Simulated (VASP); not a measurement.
Here is a VASP 6.6.1 calculation.

INCAR

```
PREC = Accurate ; ENCUT = 600
EDIFF = 1E-6 ; ISMEAR = 0
SIGMA = 0.1 ; LREAL = False
LASPH = True ; NELM = 100
ALGO = Normal ; ISIF = 3
LWAVE = False ; LCHARG = False
IBRION = 2 ; NSW = 100
EDIFFG = -0.005
```

The input KPOINTS:

```
Automatic mesh
0
Gamma
  14 14 14
```

File POSCAR:

```
ZnAu
1.0
    3.1470000000      0.0000000000      0.0000000000
    0.0000000000      3.1470000000      0.0000000000
    0.0000000000      0.0000000000      3.1470000000
Zn Au
1 1
Direct
    0.5000000000      0.5000000000      0.5000000000
    0.0000000000      0.0000000000      0.0000000000
```

Potentials or basis: VASP PAW LDA potentials, release 64 (Zn, Au).

Command:

```console
$ cat potpaw_LDA.64/Zn/POTCAR potpaw_LDA.64/Au/POTCAR > POTCAR
$ mpirun -np 1 vasp_std > vasp.out
```

(1) Estimate the relaxed cell.

(2) What does it give for the relaxed volume?

(3) What does it give for the space group after relaxing (to 0.05 Å)?

Results:

(1) a = 3.101 Å, b = 3.101 Å, c = 3.101 Å, α = 90.00°, β = 90.00°, γ = 90.00°.

(2) 14.91 Å³/atom.

(3) Pm-3m (No. 221).
